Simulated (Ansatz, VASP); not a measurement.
## One calculation of BaZrO3, two programs

File POSCAR:

```
BaZrO3
1.0
    4.1815000000      0.0000000000      0.0000000000
    0.0000000000      4.1815000000      0.0000000000
    0.0000000000      0.0000000000      4.1815000000
Ba Zr O
1 1 3
Direct
    0.5000000000      0.5338207237      0.5338207237
    0.0000000000      0.0000000000      0.0000000000
    0.5000000000      0.0000000000      0.0000000000
    0.0000000000      0.5000000000      0.0000000000
    0.0000000000      0.0000000000      0.5000000000
```

The input INCAR.step1:

```
SYSTEM = BaZrO3
ALGO = Normal
EDIFF = 1E-4
ENCUT = 520
GGA = PE
ISMEAR = 0
LASPH = .TRUE.
LCHARG = .FALSE.
LREAL = .FALSE.
LWAVE = .TRUE.
NBANDS = 28
NELM = 80
PREC = Accurate
SIGMA = 0.05
```

INCAR.step2

```
SYSTEM = BaZrO3
ALGO = Normal
EDIFF = 1E-7
ENCUT = 520
ISIF = 2
ISMEAR = 0
ISTART = 1
LASPH = .TRUE.
LCHARG = .FALSE.
LMIXTAU = .TRUE.
LREAL = .FALSE.
LWAVE = .FALSE.
METAGGA = R2SCAN
NBANDS = 28
NELM = 80
PREC = Accurate
SIGMA = 0.05
```

KPOINTS

```
k-points
0
G
  6 6 6
  0 0 0
```

Input for Ansatz:

```yaml
crystal:
  lattice:
    - [4.1815, 0.0, 0.0]
    - [0.0, 4.1815, 0.0]
    - [0.0, 0.0, 4.1815]
  atoms:
    - { symbol: Ba, position: [0.5, 0.5338207237, 0.5338207237] }
    - { symbol: Zr, position: [0.0, 0.0, 0.0] }
    - { symbol: O, position: [0.5, 0.0, 0.0] }
    - { symbol: O, position: [0.0, 0.5, 0.0] }
    - { symbol: O, position: [0.0, 0.0, 0.5] }
basis:
  ecutwfc: 500
kpoints:
  mp_grid: { grid: [6, 6, 6] }
hamiltonian:
  xc: r2scan
scf:
  occupations: { method: gaussian, width: 0.05 }
output:
  forces: true
  stress: true
  eigenvalues: true
```

Change from the starting cell: all Ba atoms moved -0.200 Å, as atom 1 towards its neighbour atom 3 (O) at 2.957 Å.

Alike in both runs: task single point; functional r2SCAN; k mesh 6 × 6 × 6; occupations gaussian, width 0.05 eV; no spin polarisation.

|  | VASP | Ansatz |
| --- | --- | --- |
| version | VASP 6.6.1 | Ansatz 0.2.0 |
| potentials or method | VASP PAW PBE potentials, release 64 (Ba_sv, Zr_sv, O), cutoff 520 eV | scalar-relativistic, plane waves, PAW |
| valence electrons in the cell | 40 | 40 |

|  | VASP | Ansatz | Ansatz less VASP |
| --- | --- | --- | --- |
| gap on the k mesh at the Fermi level (eV) | 3.69 | 3.73 | +0.049 |
| least direct gap on the mesh (eV) | 3.92 | 3.94 | +0.023 |
| pressure (GPa) | 4.8 | 3.6 | -1.16 |
| traceless stress, the component that is largest in VASP (GPa) | 0.87 | 0.81 | -0.060 |
| rms of the force components (eV/Å) | 0.324 | 0.305 | -0.0199 |

VASP's potentials were made for PBE, not for r2SCAN. Atom by atom the forces differ by 0.029 eV/Å (rms over components).

Neither program's run includes spin-orbit coupling.
